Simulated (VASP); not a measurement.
## CuF: single point with PBE-based screened hybrid with 50 % exact exchange

The system is CuF.

```
Cu F
1.0
     2.47101    0.00000    0.00000
     0.00000    2.47101    0.00000
     0.00000    0.00000    3.41650
Cu F
1 1
Cartesian
  0.0000 0.0000 0.0000
  1.2355 1.2355 1.7083
```

```json
{
 "Program": "VASP 6.6.1",
 "Task": "single point",
 "Functional": "PBE-based screened hybrid with 50 % exact exchange",
 "Potentials or basis": "VASP PAW PBE potentials, release 64 (Cu, F)",
 "Cutoff": "520 eV",
 "k mesh": "6 × 6 × 4",
 "Occupations": "fermi-dirac, width 0.05 eV",
 "Spin": "no spin polarisation"
}
```

| Property | Result |
| --- | --- |
| Pressure | -1.1 GPa |
| Band gap on the k mesh | 2.53 eV (least direct gap 3.52 eV) |

Stress tensor (GPa, compression positive):
```
 13.08   0.00   0.00
  0.00  13.08   0.00
  0.00   0.00 -29.35
```

Levels at points of the mesh, in eV from the valence-band top:
| k point | band 5 | band 6 | band 7 | band 8 | band 9 | band 10 | band 11 | band 12 | band 13 | band 14 |
| --- | --- | --- | --- | --- | --- | --- | --- | --- | --- | --- |
| (0.00, 0.00, 0.00) | -2.88 | -2.88 | -1.35 | -1.35 | -0.99 | 2.53 | 17.21 | 18.42 | 24.52 | 26.10 |
| (0.50, 0.00, 0.00) | -2.75 | -1.24 | -1.18 | -0.73 | -0.26 | 7.20 | 11.00 | 16.33 | 23.71 | 25.20 |
| (0.50, 0.50, 0.00) | -3.27 | -2.28 | -2.28 | -1.07 | -0.01 | 13.32 | 13.57 | 13.57 | 18.45 | 23.85 |
| (0.00, 0.00, 0.50) | -3.21 | -2.17 | -0.99 | -0.75 | -0.75 | 7.31 | 10.06 | 24.86 | 24.86 | 25.17 |
| (0.50, 0.00, 0.50) | -2.50 | -2.32 | -1.75 | -1.29 | -0.64 | 9.23 | 10.54 | 16.20 | 21.18 | 30.64 |
| (0.50, 0.50, 0.50) | -1.14 | -1.14 | -1.12 | -0.67 | 0.00 | 11.59 | 11.59 | 14.05 | 18.57 | 20.79 |

Wall time 11 min on 1 thread of Intel(R) Xeon(R) 6975P-C (Granite Rapids), on a shared host, peak memory 0.24 GiB.

Caveat: the k points lie up to 0.46 Å⁻¹ apart; the PAW data sets were made with another functional, which shifts forces and pressure a little. A k mesh can miss the band edges.
